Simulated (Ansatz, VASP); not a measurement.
**Two plane-wave programs on PbS**

```
Pb S
1.0
     0.00000    2.96500    2.96500
     2.96500    0.00000    2.96500
     2.96500    2.96500    0.00000
Pb S
1 1
Direct
  0.00000 0.00000 0.00000
  0.56324 0.56324 0.43676
```

Change from the starting cell: all S atoms moved +0.375 Å, as atom 2 along Cartesian [0 0 1].

Alike in both runs: task single point; functional r2SCAN; k mesh 8 × 8 × 8; occupations gaussian, width 0.05 eV; no spin polarisation.

|  | VASP | Ansatz |
| --- | --- | --- |
| version | VASP 6.6.1 | Ansatz 0.2.0 |
| potentials or method | VASP PAW PBE potentials, release 64 (Pb_d, S), cutoff 520 eV | scalar-relativistic, plane waves, PAW |
| valence electrons in the cell | 20 | 20 |

```tsv
	VASP	Ansatz	Ansatz less VASP
gap on the k mesh at the Fermi level (eV)	1.34	1.33	-0.004
least direct gap on the mesh (eV)	1.34	1.33	-0.004
pressure (GPa)	3.8	3.8	+0.01
traceless stress, the component that is largest in VASP (GPa)	4.18	4.16	-0.015
rms of the force components (eV/Å)	0.480	0.475	-0.0056
```

VASP's potentials were made for PBE, not for r2SCAN. Atom by atom the forces differ by 0.006 eV/Å (rms over components). With one functional, cell and mesh, what is left measures potentials, basis and numerics.

Spin-orbit coupling is off throughout.
